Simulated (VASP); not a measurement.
Runs of VASP 6.6.1 on Pb. The structure is that of space group P6_3/mmc (No. 194), or close to it. The cells are those of the table. 

```tsv
cell	k mesh	gap on the mesh (eV)	pressure (GPa)
a = 3.569, b = 3.569, c = 5.861 Å, angles 90.0, 90.0, 120.0°, 2 atoms	12 × 12 × 7	none	-4.3
a = 3.437, b = 3.437, c = 5.643 Å, angles 90.0, 90.0, 120.0°, 2 atoms	12 × 12 × 7	none	0.3
a = 3.526, b = 3.526, c = 5.790 Å, angles 90.0, 90.0, 120.0°, 2 atoms	12 × 12 × 7	none	(a)
a = 3.482, b = 3.482, c = 5.718 Å, angles 90.0, 90.0, 120.0°, 2 atoms	12 × 12 × 7	none	-1.6
a = 3.437, b = 3.437, c = 5.643 Å, angles 90.0, 90.0, 120.0°, 2 atoms	17 × 17 × 9	none	0.1
a = 3.390, b = 3.390, c = 5.567 Å, angles 90.0, 90.0, 120.0°, 2 atoms	12 × 12 × 7	none	(b)
a = 3.437, b = 3.437, c = 5.643 Å, angles 90.0, 90.0, 120.0°, 2 atoms	10 × 10 × 6	none	(c)
a = 3.343, b = 3.343, c = 5.489 Å, angles 90.0, 90.0, 120.0°, 2 atoms	12 × 12 × 7	none	5.7
```

Alike in all rows: task single point; level LDA; potentials or basis VASP PAW LDA potentials, release 64 (Pb_d); no spin polarisation; cutoff (eV) 520; smearing fermi-dirac 0.1 eV.

Fill in the values left out.

(a) -3.1; (b) 2.7; (c) 0.0.

Caveats: spin-orbit coupling is left out, which moves the levels of the heavy elements.

A k mesh can miss the band edges, and the runs leave out spin-orbit coupling on Pb.

A gap of «none» marks levels without a gap at the run's occupations.
